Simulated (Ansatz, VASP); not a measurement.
BaHfO3: VASP beside Ansatz

```
Ba Hf O
1.0
     4.17705    0.00000    0.00000
     0.00000    4.17705    0.00000
     0.00000    0.00000    4.17706
Ba Hf O
1 1 3
Direct
  0.50000 0.50000 0.57200
  0.00000 0.00000 0.07200
  0.00000 0.50000 0.07200
  0.50000 0.00000 0.07200
  0.00000 0.00000 0.57200
```

Alike in both runs: task single point; functional PBE; k mesh 6 × 6 × 6; non-collinear spin, spin-orbit coupling.

|  | VASP | Ansatz |
| --- | --- | --- |
| version | VASP 6.6.1 | Ansatz 0.2.0 |
| potentials or method | VASP PAW PBE potentials, release 64 (Ba_sv, Hf_pv, O) | plane waves, PAW |
| plane-wave cutoff (eV) | 520 | 420 |
| occupations | gaussian, width 0.01 eV | fixed |
| valence electrons in the cell | 38 | 54 |

VASP gave:

```
pressure (GPa) : 2.9
```

Task: What did Ansatz give for the same quantities?

Result: Pressure (GPa): 3.2.

VASP's potentials hold 38 valence electrons a cell and Ansatz's 54, so a difference there can come from the potentials and not from the codes. Ansatz's warnings: structure snapped to symmetry.
